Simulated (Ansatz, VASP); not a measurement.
One calculation of ZnSe, two programs

File POSCAR:

```
ZnSe
1.0
    3.7796697599      0.0000000000      0.0000000000
   -1.8898348799      3.2732900300      0.0000000000
    0.0000000000      0.0000000000      6.1318974016
Zn Se
2 2
Direct
    0.0000000000      0.0000000000      0.0000000000
    0.0000000000      0.0000000000      0.5000000000
    0.3333333333      0.6666666667      0.2500000000
    0.6666666667      0.3333333333      0.7500000000
```

File INCAR.step1:

```
SYSTEM = ZnSe
PREC     = Accurate       ! precision mode
ENCUT    = 520            ! plane-wave cutoff, eV
EDIFF    = 1E-5           ! SCF threshold, eV
ISMEAR   = -1             ! smearing method
SIGMA    = 0.02           ! smearing width, eV
LREAL    = .FALSE.        ! projectors in reciprocal space
LASPH    = .TRUE.         ! aspherical terms in the spheres
NELM     = 100            ! most SCF steps
ALGO     = Normal         ! electronic algorithm
ISIF     = 2              ! what is computed and relaxed
LWAVE    = .TRUE.         ! write WAVECAR
LCHARG   = .FALSE.        ! write CHGCAR
GGA      = PE             ! functional
NBANDS   = 26             ! bands
```

The input INCAR.step2:

```
SYSTEM = ZnSe
PREC     = Accurate       ! precision mode
ENCUT    = 520            ! plane-wave cutoff, eV
EDIFF    = 1E-6           ! SCF threshold, eV
ISMEAR   = -1             ! smearing method
SIGMA    = 0.02           ! smearing width, eV
LREAL    = .FALSE.        ! projectors in reciprocal space
LASPH    = .TRUE.         ! aspherical terms in the spheres
NELM     = 100            ! most SCF steps
ALGO     = Normal         ! electronic algorithm
ISIF     = 2              ! what is computed and relaxed
LWAVE    = .FALSE.        ! write WAVECAR
LCHARG   = .FALSE.        ! write CHGCAR
GGA      = PE             ! functional
LHFCALC  = .TRUE.         ! exact exchange
HFSCREEN = 0.2079         ! screening, 1/A
PRECFOCK = Normal       
ISTART   = 1            
NBANDS   = 26             ! bands
```

Contents of KPOINTS:

```
regular mesh
0
G
  6 6 2
  0 0 0
```

Input for Ansatz:

```yaml
crystal:
  lattice:
    - [3.7796697599, 0.0, 0.0]
    - [-1.8898348799, 3.27329003, 0.0]
    - [0.0, 0.0, 6.1318974016]
  atoms:
    - { symbol: Zn, position: [0.0, 0.0, 0.0] }
    - { symbol: Zn, position: [0.0, 0.0, 0.5] }
    - { symbol: Se, position: [0.3333333333, 0.6666666667, 0.25] }
    - { symbol: Se, position: [0.6666666667, 0.3333333333, 0.75] }
kpoints:
  mp_grid: { grid: [6, 6, 2] }
hamiltonian:
  xc: hse06
scf:
  occupations: { method: fermi_dirac, width: 0.02 }
  n_extra_bands: 5
output:
  forces: true
  stress: true
  eigenvalues: true
  write_density: true
  write_potential: true
  elf: true
  volumetric_format: npy
```

Alike in both runs: task single point; functional HSE06; k mesh 6 × 6 × 2; occupations fermi-dirac, width 0.02 eV; no spin polarisation.

```csv
,VASP,Ansatz
version,VASP 6.6.1,Ansatz 0.2.0
potentials or method,"VASP PAW PBE potentials, release 64 (Zn, Se)","plane waves, PAW"
plane-wave cutoff (eV),520,420
valence electrons in the cell,36,56
```

|  | VASP | Ansatz | Ansatz less VASP |
| --- | --- | --- | --- |
| pressure (GPa) | 0.6 | 0.7 | +0.03 |
| traceless stress, the component that is largest in VASP (GPa) | -0.22 | -0.18 | +0.044 |

VASP's potentials hold 36 valence electrons a cell and Ansatz's 56, so a difference there can come from the potentials and not from the codes. Ansatz's warnings: stress exchange threshold loose, stress scf threshold loose.

The k mesh is coarse, so the values compare programs but aren't converged.
